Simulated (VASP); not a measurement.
Input of a VASP 6.6.1 run:

The input INCAR:

```
ALGO     = Normal         # electronic algorithm
EDIFF    = 1E-6           # SCF threshold, eV
ENCUT    = 520            # plane-wave cutoff, eV
ISIF     = 2              # what is computed and relaxed
ISMEAR   = 0              # smearing method
LASPH    = T              # aspherical terms in the spheres
LCHARG   = F              # write CHGCAR
LDAU     = T              # DFT+U
LDAUJ    = 0 0 0        
LDAUL    = -1 2 -1        # shell
LDAUPRINT= 1            
LDAUTYPE = 2            
LDAUU    = 0 2 0          # U, eV
LMAXMIX  = 4              # l up to which the mixer works
LREAL    = F              # projectors in reciprocal space
LWAVE    = F              # write WAVECAR
NBANDS   = 21             # bands
NELM     = 150            # most SCF steps
PREC     = Accurate       # precision mode
SIGMA    = 0.05           # smearing width, eV
```

The input KPOINTS:

```
k-points
0
Gamma
  6 6 6
```

Contents of POSCAR:

```
LiAuS2
1.0
    1.9083725800      1.1017994200      6.9281207000
   -1.9083725800      1.1017994200      6.9281207000
    0.0000000000     -2.2035988500      6.9281207000
Li Au S
1 1 2
Direct
    0.5000000000      0.5000000000      0.5000000000
    0.0000000000      0.0000000000      0.0000000000
    0.2667000000      0.2667000000      0.2667000000
    0.7333000000      0.7333000000      0.7333000000
```

Potentials or basis: VASP PAW LDA potentials, release 64 (Li_sv, Au, S).

The run is started by

```sh
$ cat potpaw_LDA.64/Li_sv/POTCAR potpaw_LDA.64/Au/POTCAR potpaw_LDA.64/S/POTCAR > POTCAR
$ mpirun -np 1 vasp_std > vasp.out
```

(1) Predict the band gap on the k mesh.

(2) Estimate the largest force.

## Answers

(1) zero (band 13 reaches 3.96 eV, above the bottom of band 14 at 2.99 eV).

(2) 0.300 eV/Å.

Caveat: spin-orbit coupling is left out, which moves the levels of the heavy elements; U without spin polarisation on a metal has little footing.
